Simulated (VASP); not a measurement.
# Fe (P6_3/mmc) in VASP: relaxation of cell and atoms with LDA

Aim: the relaxation of cell and atoms of Fe with LDA.

Everything below comes from runs of VASP 6.6.1. Logs are shortened: lines on timing, memory, paths and dates and some standing lists are left out, and cuts for length are marked.

**1. The cell of the first run**

The structure is hexagonal, space group P6_3/mmc (No. 194). The conventional cell has a = 2.456 Å, b = 2.456 Å, c = 3.978 Å, α = 90.00°, β = 90.00°, γ = 120.00°. Fe (site symmetry -6m2) has 12 Fe at 2.44 to 2.46 Å within 3.2 Å.

This isn't the form of Fe at room conditions, which is bcc.

**2. Relaxation of cell and atoms, LDA, collinear spin, ferromagnetic start**

INCAR reads:

```
ALGO = Normal ; EDIFF = 1E-6
EDIFFG = -0.005 ; ENCUT = 600
GGA = CA ; IBRION = 2
ISIF = 3 ; ISMEAR = -1
ISPIN = 2 ; LASPH = True
LCHARG = False ; LMAXMIX = 4
LORBIT = 11 ; LREAL = False
LWAVE = False ; MAGMOM = 2.5 2.5
NELM = 150 ; NSW = 60
PREC = Accurate ; SIGMA = 0.05
```

KPOINTS reads:

```
k-points
0
Gamma
  20 20 11
```

POSCAR reads:

```
Fe
1.0
    2.4557606260      0.0000000000      0.0000000000
   -1.2278803130      2.1267510877      0.0000000000
    0.0000000000      0.0000000000      3.9783322141
Fe
2
Direct
    0.3333333333      0.6666666667      0.2500000000
    0.6666666667      0.3333333333      0.7500000000
```

Potentials or basis: VASP PAW LDA potentials, release 64 (Fe).

Started as:

```bash
cat potpaw_LDA.64/Fe/POTCAR > POTCAR
mpirun -np 1 vasp_std > vasp.out
```

OUTCAR:

```text
EDIFF = 1E-6
   EDIFFG = -0.005
   ENCUT = 600
   GGA = CA
   IBRION = 2
   ISIF = 3
   ISMEAR = -1
   ISPIN = 2
   LASPH = True
   LORBIT = 11
   LREAL = False
   NELM = 150
   NSW = 60
   PREC = Accurate

 ion  position               nearest neighbor table
   1  0.333  0.667  0.250-   2 2.44   2 2.44   2 2.44   2 2.44   2 2.44   2 2.44
   2  0.667  0.333  0.750-   1 2.44   1 2.44   1 2.44   1 2.44   1 2.44   1 2.44

  LATTYP: Found a hexagonal cell.
 ALAT       =     2.4557606260
 C/A-ratio  =     1.6200000000

  Lattice vectors:

 A1 = (   2.4557606260,   0.0000000000,   0.0000000000)
 A2 = (  -1.2278803130,   2.1267510877,   0.0000000000)
 A3 = (   0.0000000000,   0.0000000000,   3.9783322141)

Analysis of symmetry for initial positions (statically):
=====================================================================
 Subroutine PRICEL returns:
 Original cell was already a primitive cell.

 Routine SETGRP: Setting up the symmetry group for a
 hexagonal supercell.

 Subroutine GETGRP returns: Found 24 space group operations
 (whereof 12 operations were pure point group operations)
 out of a pool of 24 trial point group operations.

The static configuration has the point symmetry D_3d.
 The point group associated with its full space group is D_6h.

Analysis of symmetry for dynamics (positions and initial velocities):
=====================================================================
 Subroutine PRICEL returns:
 Original cell was already a primitive cell.

 Routine SETGRP: Setting up the symmetry group for a
 hexagonal supercell.

 Subroutine GETGRP returns: Found 24 space group operations
 (whereof 12 operations were pure point group operations)
 out of a pool of 24 trial point group operations.

The dynamic configuration has the point symmetry D_3d.
 The point group associated with its full space group is D_6h.

Analysis of structural, dynamic, and magnetic symmetry:
=====================================================================
 Subroutine PRICEL returns:
 Original cell was already a primitive cell.

 Routine SETGRP: Setting up the symmetry group for a
 hexagonal supercell.

 Subroutine GETGRP returns: Found 24 space group operations
 (whereof 12 operations were pure point group operations)
 out of a pool of 24 trial point group operations.

The overall configuration has the point symmetry D_3d.
 The point group associated with its full space group is D_6h.

 Subroutine INISYM returns: Found 24 space group operations
 (whereof 12 operations are pure point group operations),
 and found     1 'primitive' translations

----------------------------------------------------------------------------------------

                                     Primitive cell

  volume of cell :      20.7780

  direct lattice vectors                    reciprocal lattice vectors
     2.455760626  0.000000000  0.000000000     0.407205812  0.235100385  0.000000000
    -1.227880313  2.126751088  0.000000000     0.000000000  0.470200770  0.000000000
     0.000000000  0.000000000  3.978332214     0.000000000  0.000000000  0.251361612

  length of vectors
     2.455760626  2.455760626  3.978332214     0.470200770  0.470200770  0.251361612

  position of ions in fractional coordinates (direct lattice)
     0.333333333  0.666666667  0.250000000
     0.666666667  0.333333333  0.750000000

  ion indices of the primitive-cell ions
   primitive index   ion index
                 1           1
                 2           2

----------------------------------------------------------------------------------------

 KPOINTS: k-points

Automatic generation of k-mesh.
 Grid dimensions read from file:
 generate k-points for:   20   20   11

 Generating k-lattice:

  Cartesian coordinates                     Fractional coordinates (reciprocal lattice)
     0.020360291  0.011755019  0.000000000     0.050000000  0.000000000  0.000000000
     0.000000000  0.023510039  0.000000000     0.000000000  0.050000000  0.000000000
     0.000000000  0.000000000  0.022851056     0.000000000  0.000000000  0.090909091

  Length of vectors
     0.023510039  0.023510039  0.022851056

  Shift w.r.t. Gamma in fractional coordinates (k-lattice)
     0.000000000  0.000000000  0.000000000

 Subroutine IBZKPT returns following result:
 ===========================================

 Found    264 irreducible k-points:

 Following reciprocal coordinates:
            Coordinates               Weight
  0.000000  0.000000  0.000000      1.000000
  0.050000  0.000000  0.000000      6.000000
  0.100000  0.000000  0.000000      6.000000
  0.150000  0.000000  0.000000      6.000000
  0.200000  0.000000  0.000000      6.000000
  0.250000 -0.000000  0.000000      6.000000
[... 16 lines left out ...]
  0.200000  0.100000  0.000000     12.000000
  0.250000  0.100000  0.000000     12.000000
 [... further k-points ...]
   k-points           NKPTS =    264   k-points in BZ     NKDIM =    264   number of bands    NBANDS=     15
   number of dos      NEDOS =    301   number of ions     NIONS =      2
   total plane-waves  NPLWV =  12800
   dimension x,y,z NGX =    20 NGY =   20 NGZ =   32
   dimension x,y,z NGXF=    40 NGYF=   40 NGZF=   64
   ions per type =               2
   NGX,Y,Z   is equivalent  to a cutoff of  13.54, 13.54, 13.37 a.u.
   NGXF,Y,Z  is equivalent  to a cutoff of  27.08, 27.08, 26.74 a.u.
 SYSTEM =  unknown system
   PREC   = accura    normal or accurate (medium, high low for compatibility)
   ISTART =      0    job   : 0-new  1-cont  2-samecut
   ICHARG =      2    charge: 1-file 2-atom 10-const
   ISPIN  =      2    spin polarized calculation?
   LNONCOLLINEAR =      F non collinear calculations
   LSORBIT =      F    spin-orbit coupling
   LASPH  =      T    aspherical Exc in radial PAW
   ENCUT  =  600.0 eV  44.10 Ry    6.64 a.u.   4.90  4.90  7.95*2*pi/ulx,y,z
   NELM   =    150;   NELMIN=  2; NELMDL= -5     # of ELM steps
   EDIFF  = 0.1E-05   stopping-criterion for ELM
   LREAL  =      F    real-space projection
   EDIFFG = -.5E-02   stopping-criterion for IOM
   NSW    =     60    number of steps for IOM
   IBRION =      2    ionic relax: 0-MD 1-quasi-New 2-CG
   NFREE  =      1    steps in history (QN), initial steepest desc. (CG)
   ISIF   =      3    stress and relaxation
   ISYM   =      2    0-nonsym 1-usesym 2-fastsym
   POTIM  = 0.5000    time-step for ionic-motion
   TEBEG  =    0.0;   TEEND  =   0.0 temperature during run
   PSTRESS=    0.0 pullay stress
   NELECT =      16.0000    total number of electrons
   NUPDOWN=      -1.0000    fix difference up-down
   EMIN   =  10.00;   EMAX   =-10.00  energy-range for DOS
   EFERMI =   0.00;   METHOD = LEGACY
   ISMEAR =    -1;   SIGMA  =   0.05  broadening in eV -4-tet -1-fermi 0-gaus
   EFERMI_NEDOS =   21; number of points for ismear=-14 and -15
   IALGO  =     38    algorithm
   IMIX   =      4    mixing-type and parameters
     AMIX     =   0.40;   BMIX     =  1.00
     AMIX_MAG =   1.60;   BMIX_MAG =  1.00
  volume/ion in A,a.u.               =      10.39        70.11
  Fermi-wavevector in a.u.,A,eV,Ry     =   1.500538  2.835605 30.635060  2.251613
  Thomas-Fermi vector in A             =   2.612025
   LORBIT       =     11    0 simple, 1 ext, 2 COOP (PROOUT), +10 PAW based schemes
   GGA     = CA    functional components
   LHFCALC =     F    Hartree Fock is set to
   AEXX    =    0.0000 exact exchange contribution
   IVDW    =     0    specifies the selected vdW correction
   LEPSILON=     F    determine dielectric tensor
   LRPA    =     F    only Hartree local field effects (RPA)
 conjugate gradient relaxation of ions
 spin polarized calculation
  energy-cutoff  :      600.00
  volume of cell :       20.78
 maximum number of plane-waves:       711
 NGX is ok and might be reduce to    20
   NGX =  9   NGY =  9   NGZ = 15

--------------------------------------- Ionic step        1  -------------------------------------------

 number of electron      16.0000005 magnetization      -0.0043641

 number of electron      16.0000005 magnetization       0.0034196

 Free energy of the ion-electron system (eV)
  ---------------------------------------------------
  ext. energy  EPLUGINS =         0.00000000
  ---------------------------------------------------
  free energy    TOTEN  =       -18.67867792 eV

  energy without entropy =      -18.65597533  energy(sigma->0) =      -18.66732663

------------------------ aborting loop because EDIFF is reached ----------------------------------------

  FORCE on cell =-STRESS in cart. coord.  units (eV):
  Direction    XX          YY          ZZ          XY          YZ          ZX
  --------------------------------------------------------------------------------------
  -------------------------------------------------------------------------------------
  Total       -2.7070202     -2.7070202     -4.1275385     -0.0000000      0.0000000      0.0000000
  in kB     -208.7364727   -208.7364727   -318.2716626     -0.0000000      0.0000000      0.0000000
  external PRESSURE =    -245.2482027 kB  Pullay stress =       0.0000000 kB
[... 289 lines left out ...]
--------------------------------------- Ionic step        9  -------------------------------------------

 number of electron      15.9999999 magnetization      -0.0000057

 number of electron      15.9999999 magnetization       0.0000080

 Free energy of the ion-electron system (eV)
  ---------------------------------------------------
  ext. energy  EPLUGINS =         0.00000000
  ---------------------------------------------------
  free energy    TOTEN  =       -18.83365923 eV

  energy without entropy =      -18.81480689  energy(sigma->0) =      -18.82423306

 E-fermi :   7.5602     XC(G=0): -14.4630

 val. band max:        7.5588831068   @ k =   0.2000   0.0500   0.3636
 cond. band min:       7.5646933154   @ k =   0.4500   0.1000   0.4545
 fundamental gap:      0.0058102086
 Fermi energy:         7.5601852067

 spin component 1

 k-point     1 :       0.0000    0.0000    0.0000
  band No.  band energies     occupation
      1      -1.6915      1.00000
      2       2.1961      1.00000
      3       5.7116      1.00000
      4       5.7116      1.00000
      5       5.8628      1.00000
      6       6.2325      1.00000
      7       6.2325      1.00000
      8       6.6108      1.00000
      9       6.6108      1.00000
     10       8.2107      0.00000
     11       8.3427      0.00000
     12       8.3427      0.00000
     13      17.0564      0.00000
     14      30.0693      0.00000
     15      33.9127      0.00000
[... 399 lines left out ...]
      1       1.4895      1.00000
      2       3.3120      1.00000
      3       3.8173      1.00000
      4       4.3815      1.00000
      5       5.5431      1.00000
      6       5.9099      1.00000
      7       6.2531      1.00000
      8       7.2617      0.99745
      9       7.6521      0.13723
     10       8.2107      0.00000
     11       8.6269      0.00000
     12      15.5464      0.00000
     13      17.2403      0.00000
     14      20.6122      0.00000
     15      24.0430      0.00000

 [... further k-points ...]

 spin component 2

 k-point     1 :       0.0000    0.0000    0.0000
  band No.  band energies     occupation
      1      -1.6915      1.00000
      2       2.1961      1.00000
      3       5.7116      1.00000
      4       5.7116      1.00000
      5       5.8628      1.00000
      6       6.2325      1.00000
      7       6.2325      1.00000
      8       6.6108      1.00000
      9       6.6108      1.00000
     10       8.2107      0.00000
     11       8.3427      0.00000
     12       8.3427      0.00000
     13      17.0564      0.00000
     14      30.0693      0.00000
     15      33.9127      0.00000
[... 443 lines left out ...]
  FREE ENERGIE OF THE ION-ELECTRON SYSTEM (eV)
  ---------------------------------------------------
  free  energy   TOTEN  =       -18.8336592261 eV

  energy  without entropy=      -18.8148068927  energy(sigma->0) =      -18.82423306

 reached required accuracy - stopping structural energy minimisation

 total charge

# of ion       s       p       d       tot
------------------------------------------
    1        0.571   0.703   6.424   7.698
    2        0.571   0.703   6.424   7.698
--------------------------------------------------
tot          1.141   1.406  12.848  15.395

 magnetization (x)

# of ion       s       p       d       tot
------------------------------------------
    1       -0.000  -0.000  -0.000  -0.000
    2       -0.000  -0.000  -0.000  -0.000
--------------------------------------------------
tot         -0.000  -0.000  -0.000  -0.000
```

It took 5 min on 1 thread of Intel Xeon 6975P-C (Granite Rapids), shared host; peak memory 0.27 GiB.

Results:

* Free energy: -18.8337 eV
* Relaxed volume: 9.54 Å³/atom
* Relaxed cell: a = 2.407 Å, b = 2.407 Å, c = 3.801 Å, α = 90.00°, β = 90.00°, γ = 120.00°
* Space group after relaxing (to 0.1 Å): P6_3/mmc (No. 194)
* Energy gained by relaxing: 77.5 meV/atom
* Ionic steps: 9
* Pressure after relaxing: 0.0 GPa
* Band gap on the k mesh: zero (filled and empty bands overlap)
* Net moment: 0.00 μB per cell
* Valence electrons inside the program's atomic spheres: Fe 7.70

The path:
```csv
step,energy change (eV),largest force (eV/Å),pressure (GPa),volume (Å³)
1,0.0000,0.0000,-24.52,20.78
2,0.4175,0.0000,77.07,16.35
3,-0.1514,0.0000,-0.87,19.12
4,-0.1518,0.0000,0.32,19.05
5,-0.1518,0.0000,0.93,19.02
6,-0.1546,0.0000,0.31,19.06
7,-0.1549,0.0000,0.43,19.05
8,-0.1549,0.0000,-0.66,19.11
9,-0.1550,0.0000,0.00,19.07
```

Final structure:
```cif
data_structure
_symmetry_space_group_name_H-M 'P 1'
_symmetry_Int_Tables_number 1
_cell_length_a 2.4070
_cell_length_b 2.4070
_cell_length_c 3.8011
_cell_angle_alpha 90.000
_cell_angle_beta 90.000
_cell_angle_gamma 120.000
_cell_volume 19.07
loop_
_atom_site_label
_atom_site_type_symbol
_atom_site_fract_x
_atom_site_fract_y
_atom_site_fract_z
_atom_site_occupancy
Fe1 Fe 0.33333 0.66667 0.25000 1
Fe2 Fe 0.66667 0.33333 0.75000 1
```

Caveat: the moments typed at the start vanished in this run.
